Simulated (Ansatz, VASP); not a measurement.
# MnO in VASP and in Ansatz

Contents of INCAR:

```
PREC = Accurate
ENCUT = 520
EDIFF = 1E-6
ISMEAR = -1
SIGMA = 0.05
LREAL = False
LASPH = True
NELM = 150
ALGO = Normal
ISIF = 2
LWAVE = False
LCHARG = False
ISPIN = 2
MAGMOM = 4 0
LORBIT = 11
LMAXMIX = 4
GGA = PE
NBANDS = 20
```

KPOINTS

```
regular mesh
0
Gamma
  13 13 13
```

The input POSCAR:

```
MnO
1.0
    0.0000000000      2.2416853692      2.2416853692
    2.2416853692      0.0000000000      2.2416853692
    2.2416853692      2.2416853692      0.0000000000
Mn O
1 1
Direct
    0.0000000000      0.0000000000      0.0000000000
    0.5000000000      0.5000000000      0.5000000000
```

Input for Ansatz:

```yaml
crystal:
  lattice:
    - [0.0, 2.2416853692, 2.2416853692]
    - [2.2416853692, 0.0, 2.2416853692]
    - [2.2416853692, 2.2416853692, 0.0]
  atoms:
    - { symbol: Mn, position: [0.0, 0.0, 0.0], spin: 4.0 }
    - { symbol: O, position: [0.5, 0.5, 0.5] }
magnetization:
  spin_polarized: true
kpoints:
  mp_grid: { grid: [13, 13, 13] }
scf:
  occupations: { method: fermi_dirac, width: 0.05 }
hamiltonian:
  xc: pbe
  pseudopotentials: { kind: all_electron, lapw: { basis_error: 0.001 } }
output:
  forces: true
  stress: true
  eigenvalues: true
```

Change from the starting cell: volume scaled by 1.03.

Alike in both runs: task single point; functional PBE; k mesh 13 × 13 × 13; occupations fermi-dirac, width 0.05 eV; collinear spin.

|  | VASP | Ansatz |
| --- | --- | --- |
| version | VASP 6.6.1 | Ansatz 0.2.0 |
| potentials or method | VASP PAW PBE potentials, release 64 (Mn_pv, O), cutoff 520 eV | all-electron LAPW, scalar-relativistic |

```tsv
	VASP	Ansatz	Ansatz less VASP
pressure (GPa)	-2.6	-2.7	-0.11
net moment per atom (μB)	2.42	2.42	0.000
size of the moment on the site where the two differ most (μB)	0.21	0.24	+0.030
```

Site moments also hang on the region over which each program counts them. Ansatz ran all-electron here, and VASP with PAW potentials.
